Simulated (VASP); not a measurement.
# SiO2 (P4_2/mnm) in VASP: further runs

The runs below take SiO2 through single point, with PBE.

All numbers are computed with VASP 6.6.1; they aren't measurements. Logs are shortened: lines on timing, memory, paths and dates and some standing lists are left out, and cuts for length are marked.

## (1) The cell of the first run

The structure is tetragonal, space group P4_2/mnm (No. 136). The conventional cell has a = 4.268 Å, b = 4.268 Å, c = 2.448 Å, α = 90.00°, β = 90.00°, γ = 90.00°. Within 2.2 Å of Si (site symmetry mmm) lie 6 O at 1.69 to 1.85 Å. O (site symmetry m2m) has 3 Si at 1.69 to 1.85 Å within 2.2 Å.

## (2) Single point, PBE

INCAR

```
  PREC = Accurate
  ENCUT = 520
  EDIFF = 1E-6
  ISMEAR = 0
  SIGMA = 0.05
  LREAL = False
  LASPH = True
  NELM = 60
  ALGO = Normal
  ISIF = 2
  LWAVE = False
  LCHARG = True
  GGA = PE
  LELF = True
  LVHAR = True
  NBANDS = 25
```

KPOINTS

```
regular mesh
0
Gamma
  6 6 8
```

POSCAR

```
SiO2
1.0
    4.2676000000      0.0000000000      0.0000000000
    0.0000000000      4.2676000000      0.0000000000
    0.0000000000      0.0000000000      2.4477000000
Si O
2 4
Direct
    0.5000000000      0.5000000000      0.5000000000
    0.0000000000      0.0000000000      0.0000000000
    0.6930127928      0.6930127928      0.0000000000
    0.1930127928      0.8069872072      0.5000000000
    0.3069872072      0.3069872072      0.0000000000
    0.8069872072      0.1930127928      0.5000000000
```

Potentials or basis: VASP PAW PBE potentials, release 64 (Si, O).

Run with:

```bash
$ cat potpaw_PBE.64/Si/POTCAR potpaw_PBE.64/O/POTCAR > POTCAR
$ mpirun -np 1 vasp_std > vasp.out
```

OUTCAR:

```text
PREC = Accurate
   ENCUT = 520
   EDIFF = 1E-6
   ISMEAR = 0
   LREAL = False
   LASPH = True
   NELM = 60
   ISIF = 2
   GGA = PE

 ion  position               nearest neighbor table
   1  0.500  0.500  0.500-   3 1.69   5 1.69   3 1.69   5 1.69   4 1.85   6 1.85
   2  0.000  0.000  0.000-   4 1.69   6 1.69   4 1.69   6 1.69   5 1.85   3 1.85
   3  0.693  0.693  0.000-   1 1.69   1 1.69   2 1.85
   4  0.193  0.807  0.500-   2 1.69   2 1.69   1 1.85
   5  0.307  0.307  0.000-   1 1.69   1 1.69   2 1.85
   6  0.807  0.193  0.500-   2 1.69   2 1.69   1 1.85

  LATTYP: Found a simple tetragonal cell.
 ALAT       =     4.2676000000
 C/A-ratio  =     0.5735542225

  Lattice vectors:

 A1 = (   4.2676000000,   0.0000000000,   0.0000000000)
 A2 = (   0.0000000000,   4.2676000000,   0.0000000000)
 A3 = (   0.0000000000,   0.0000000000,   2.4477000000)

Analysis of symmetry for initial positions (statically):
=====================================================================
 Subroutine PRICEL returns:
 Original cell was already a primitive cell.

 Routine SETGRP: Setting up the symmetry group for a
 simple tetragonal supercell.

 Subroutine GETGRP returns: Found 16 space group operations
 (whereof  8 operations were pure point group operations)
 out of a pool of 16 trial point group operations.

The static configuration has the point symmetry D_2h.
 The point group associated with its full space group is D_4h.

Analysis of symmetry for dynamics (positions and initial velocities):
=====================================================================
 Subroutine PRICEL returns:
 Original cell was already a primitive cell.

 Routine SETGRP: Setting up the symmetry group for a
 simple tetragonal supercell.

 Subroutine GETGRP returns: Found 16 space group operations
 (whereof  8 operations were pure point group operations)
 out of a pool of 16 trial point group operations.

The dynamic configuration has the point symmetry D_2h.
 The point group associated with its full space group is D_4h.

 Subroutine INISYM returns: Found 16 space group operations
 (whereof  8 operations are pure point group operations),
 and found     1 'primitive' translations

----------------------------------------------------------------------------------------

                                     Primitive cell

  volume of cell :      44.5785

  direct lattice vectors                    reciprocal lattice vectors
     4.267600000  0.000000000  0.000000000     0.234323742  0.000000000  0.000000000
     0.000000000  4.267600000  0.000000000     0.000000000  0.234323742  0.000000000
     0.000000000  0.000000000  2.447700000     0.000000000  0.000000000  0.408546799

  length of vectors
     4.267600000  4.267600000  2.447700000     0.234323742  0.234323742  0.408546799

  position of ions in fractional coordinates (direct lattice)
     0.500000000  0.500000000  0.500000000
     0.000000000  0.000000000  0.000000000
     0.693012793  0.693012793  0.000000000
     0.193012793  0.806987207  0.500000000
     0.306987207  0.306987207  0.000000000
     0.806987207  0.193012793  0.500000000

  ion indices of the primitive-cell ions
   primitive index   ion index
                 1           1
                 2           2
                 3           3
                 4           4
                 5           5
                 6           6

----------------------------------------------------------------------------------------

 KPOINTS: regular mesh

Automatic generation of k-mesh.
 Grid dimensions read from file:
 generate k-points for:    6    6    8

 Generating k-lattice:

  Cartesian coordinates                     Fractional coordinates (reciprocal lattice)
     0.039053957  0.000000000  0.000000000     0.166666667  0.000000000  0.000000000
     0.000000000  0.039053957  0.000000000     0.000000000  0.166666667  0.000000000
     0.000000000  0.000000000  0.051068350     0.000000000  0.000000000  0.125000000

  Length of vectors
     0.039053957  0.039053957  0.051068350

  Shift w.r.t. Gamma in fractional coordinates (k-lattice)
     0.000000000  0.000000000  0.000000000

 Subroutine IBZKPT returns following result:
 ===========================================

 Found     50 irreducible k-points:

 Following reciprocal coordinates:
            Coordinates               Weight
  0.000000  0.000000  0.000000      1.000000
  0.166667  0.000000  0.000000      4.000000
  0.333333  0.000000  0.000000      4.000000
  0.500000  0.000000  0.000000      2.000000
  0.166667  0.166667  0.000000      4.000000
  0.333333  0.166667  0.000000      8.000000
[... 16 lines left out ...]
  0.333333  0.000000  0.250000      8.000000
  0.500000  0.000000  0.250000      4.000000
 [... further k-points ...]
   k-points           NKPTS =     50   k-points in BZ     NKDIM =     50   number of bands    NBANDS=     25
   number of dos      NEDOS =    301   number of ions     NIONS =      6
   total plane-waves  NPLWV =  18432
   dimension x,y,z NGX =    32 NGY =   32 NGZ =   18
   dimension x,y,z NGXF=    64 NGYF=   64 NGZF=   36
   ions per type =               2   4
   NGX,Y,Z   is equivalent  to a cutoff of  12.47, 12.47, 12.23 a.u.
   NGXF,Y,Z  is equivalent  to a cutoff of  24.93, 24.93, 24.45 a.u.
 SYSTEM =  unknown system
   PREC   = accura    normal or accurate (medium, high low for compatibility)
   ISTART =      0    job   : 0-new  1-cont  2-samecut
   ICHARG =      2    charge: 1-file 2-atom 10-const
   ISPIN  =      1    spin polarized calculation?
   LNONCOLLINEAR =      F non collinear calculations
   LSORBIT =      F    spin-orbit coupling
   LASPH  =      T    aspherical Exc in radial PAW
   ENCUT  =  520.0 eV  38.22 Ry    6.18 a.u.   7.93  7.93  4.55*2*pi/ulx,y,z
   NELM   =     60;   NELMIN=  2; NELMDL= -5     # of ELM steps
   EDIFF  = 0.1E-05   stopping-criterion for ELM
   LREAL  =      F    real-space projection
   EDIFFG = 0.1E-04   stopping-criterion for IOM
   NSW    =      0    number of steps for IOM
   IBRION =     -1    ionic relax: 0-MD 1-quasi-New 2-CG
   NFREE  =      0    steps in history (QN), initial steepest desc. (CG)
   ISIF   =      2    stress and relaxation
   ISYM   =      2    0-nonsym 1-usesym 2-fastsym
   POTIM  = 0.5000    time-step for ionic-motion
   TEBEG  =    0.0;   TEEND  =   0.0 temperature during run
   PSTRESS=    0.0 pullay stress
   NELECT =      32.0000    total number of electrons
   NUPDOWN=      -1.0000    fix difference up-down
   EMIN   =  10.00;   EMAX   =-10.00  energy-range for DOS
   EFERMI =   0.00;   METHOD = LEGACY
   ISMEAR =     0;   SIGMA  =   0.05  broadening in eV -4-tet -1-fermi 0-gaus
   EFERMI_NEDOS =   21; number of points for ismear=-14 and -15
   IALGO  =     38    algorithm
   IMIX   =      4    mixing-type and parameters
     AMIX     =   0.40;   BMIX     =  1.00
     AMIX_MAG =   1.60;   BMIX_MAG =  1.00
  volume/ion in A,a.u.               =       7.43        50.14
  Fermi-wavevector in a.u.,A,eV,Ry     =   1.465828  2.770013 29.234174  2.148651
  Thomas-Fermi vector in A             =   2.581638
   LORBIT       =      0    0 simple, 1 ext, 2 COOP (PROOUT), +10 PAW based schemes
   GGA     = PE    functional components
   LHFCALC =     F    Hartree Fock is set to
   AEXX    =    0.0000 exact exchange contribution
   IVDW    =     0    specifies the selected vdW correction
   LEPSILON=     F    determine dielectric tensor
   LRPA    =     F    only Hartree local field effects (RPA)
 non-spin polarized calculation
 Gauss-broadening in eV      SIGMA  =   0.05
  energy-cutoff  :      520.00
  volume of cell :       44.58
 maximum number of plane-waves:      1224
 NGX is ok and might be reduce to    32
   NGX = 15   NGY = 15   NGZ =  9

 number of electron      32.0000005 magnetization

 Free energy of the ion-electron system (eV)
  ---------------------------------------------------
  ext. energy  EPLUGINS =         0.00000000
  ---------------------------------------------------
  free energy    TOTEN  =       -45.29667382 eV

  energy without entropy =      -45.29667382  energy(sigma->0) =      -45.29667382

 E-fermi :   8.8241     XC(G=0): -12.4490

 val. band max:        8.5397756914   @ k =   0.0000   0.0000   0.0000
 cond. band min:      15.1850517848   @ k =   0.0000   0.0000   0.0000
 fundamental gap:      6.6452760934
 Fermi energy:         8.8241330714

 k-point     1 :       0.0000    0.0000    0.0000
  band No.  band energies     occupation
      1     -14.4600      2.00000
      2     -10.8761      2.00000
      3     -10.8369      2.00000
      4     -10.8369      2.00000
      5      -2.4152      2.00000
      6       1.5042      2.00000
[... 17 lines left out ...]
     24      22.9966      0.00000
     25      24.2783      0.00000

 k-point     2 :       0.1667    0.0000    0.0000
  band No.  band energies     occupation
      1     -14.3222      2.00000
      2     -11.6183      2.00000
      3     -10.7667      2.00000
      4     -10.3678      2.00000
      5      -2.2949      2.00000
      6       0.8059      2.00000
[... 17 lines left out ...]
     24      23.1966      0.00000
     25      24.2055      0.00000

 k-point     3 :       0.3333    0.0000    0.0000
  band No.  band energies     occupation
      1     -13.9190      2.00000
      2     -12.4803      2.00000
      3     -10.5798      2.00000
      4     -10.2290      2.00000
      5      -1.9060      2.00000
      6      -0.2738      2.00000
[... 17 lines left out ...]
     24      23.7710      0.00000
     25      23.7779      0.00000

 k-point     4 :       0.5000    0.0000    0.0000
  band No.  band energies     occupation
      1     -13.2835      2.00000
      2     -13.2835      2.00000
      3     -10.3546      2.00000
      4     -10.3546      2.00000
      5      -1.2200      2.00000
      6      -1.2200      2.00000
[... 17 lines left out ...]
     24      23.3489      0.00000
     25      24.3226      0.00000
[... 477 lines left out ...]
 k-point    22 :       0.1667    0.0000    0.2500
  band No.  band energies     occupation
      1     -13.3479      2.00000
      2     -11.0164      2.00000
      3     -10.2105      2.00000
      4     -10.0061      2.00000
      5      -1.6841      2.00000
      6       1.3240      2.00000
[... 17 lines left out ...]
     24      23.2631      0.00000
     25      23.5740      0.00000

 k-point    23 :       0.3333    0.0000    0.2500
  band No.  band energies     occupation
      1     -12.9834      2.00000
      2     -11.7239      2.00000
      3     -10.0869      2.00000
      4      -9.8897      2.00000
      5      -1.1189      2.00000
      6       0.4279      2.00000
[... 17 lines left out ...]
     24      23.2223      0.00000
     25      23.4281      0.00000

 k-point    24 :       0.5000    0.0000    0.2500
  band No.  band energies     occupation
      1     -12.4180      2.00000
      2     -12.4180      2.00000
      3      -9.9491      2.00000
      4      -9.9491      2.00000
      5      -0.3857      2.00000
      6      -0.3857      2.00000
[... 17 lines left out ...]
     24      23.0510      0.00000
     25      23.6617      0.00000

 [... further k-points ...]
[... 5 lines left out ...]
  --------------------------------------------------------------------------------------
  -------------------------------------------------------------------------------------
  Total        3.9030118      3.9030118     23.1848176      0.0000000      0.0000000      0.0000000
  in kB      140.2764765    140.2764765    833.2755988      0.0000000      0.0000000      0.0000000
  external PRESSURE =     371.2761840 kB  Pullay stress =       0.0000000 kB

 VOLUME and BASIS-vectors are now :
 -----------------------------------------------------------------------------
  energy-cutoff  :      520.00
  volume of cell :       44.58
      direct lattice vectors                 reciprocal lattice vectors
     4.267600000  0.000000000  0.000000000     0.234323742  0.000000000  0.000000000
     0.000000000  4.267600000  0.000000000     0.000000000  0.234323742  0.000000000
     0.000000000  0.000000000  2.447700000     0.000000000  0.000000000  0.408546799

 POSITION                                       TOTAL-FORCE (eV/Angst)
 -----------------------------------------------------------------------------------
      2.13380      2.13380      1.22385         0.000000      0.000000     -0.000000
      0.00000      0.00000      0.00000         0.000000      0.000000     -0.000000
      2.95750      2.95750      0.00000         0.147499      0.147499     -0.000000
      0.82370      3.44390      1.22385         0.147499     -0.147499      0.000000
      1.31010      1.31010      0.00000        -0.147499     -0.147499      0.000000
      3.44390      0.82370      1.22385        -0.147499      0.147499     -0.000000
 -----------------------------------------------------------------------------------
    total drift:                                0.000000      0.000000     -0.000000

  FREE ENERGIE OF THE ION-ELECTRON SYSTEM (eV)
  ---------------------------------------------------
  free  energy   TOTEN  =       -45.2966738161 eV

  energy  without entropy=      -45.2966738161  energy(sigma->0) =      -45.29667382
```

Run time: 22 s. Hardware: 1 thread of Intel Xeon Platinum 8488C (Sapphire Rapids), shared host; peak memory 0.16 GiB.

What came out:

```yaml
Free_energy: -45.2967 eV
Pressure: 37.1 GPa
Largest_force: 0.209 eV/Å
Band_gap_on_the_k_mesh: 6.65 eV, direct
```

Forces in eV/Å, atoms in the order of the input:
```
Si   0.000  0.000  0.000
Si   0.000  0.000  0.000
O    0.147  0.147  0.000
O    0.147 -0.147  0.000
O   -0.147 -0.147  0.000
O   -0.147  0.147  0.000
```

Levels at points of the mesh, in eV from the valence-band top:
```tsv
k point	band 14	band 15	band 16	band 17	band 18	band 19
(0.00, 0.00, 0.00)	-0.94	-0.94	0.00	6.65	8.86	10.39
(0.50, 0.00, 0.00)	-2.04	-1.20	-1.20	9.07	9.07	10.65
(0.50, 0.50, 0.00)	-2.49	-2.40	-2.40	8.96	8.96	11.45
(0.00, 0.00, 0.50)	-2.75	-2.71	-2.71	9.62	9.62	12.39
(0.50, 0.00, 0.50)	-2.43	-1.71	-1.71	9.17	9.17	9.57
(0.50, 0.50, 0.50)	-1.97	-1.51	-1.51	7.54	7.54	11.10
```

A k mesh can miss the band edges. Expect the measured gap to be larger: semilocal functionals such as PBE lack the derivative discontinuity.

[end of part 1 of 2]
